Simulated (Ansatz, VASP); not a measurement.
**Two plane-wave programs on SnO**

```
Sn O
1.0
     3.82293    0.00062    0.00000
    -0.00061    3.82293    0.00000
     0.00000    0.00000   22.36164
Sn O
2 2
Direct
  0.76282 0.23718 0.44719
  0.26282 0.73718 0.55281
  0.26258 0.23742 0.50000
  0.76258 0.73742 0.50000
```

Alike in both runs: task relaxation of the atoms; functional PBE; dispersion D3(BJ); k mesh 7 × 7 × 1; occupations gaussian, width 0.05 eV; no spin polarisation.

|  | VASP | Ansatz |
| --- | --- | --- |
| version | VASP 6.6.1 | Ansatz 0.2.0 |
| potentials or method | VASP PAW PBE potentials, release 64 (Sn_d, O), cutoff 520 eV | scalar-relativistic, plane waves, PAW |
| valence electrons in the cell | 40 | 40 |

```tsv
	VASP	Ansatz	Ansatz less VASP
gap on the k mesh at the Fermi level, each at its own relaxed structure (eV)	3.06	3.07	+0.014
```

Ansatz's warnings: published levels not confirmed.
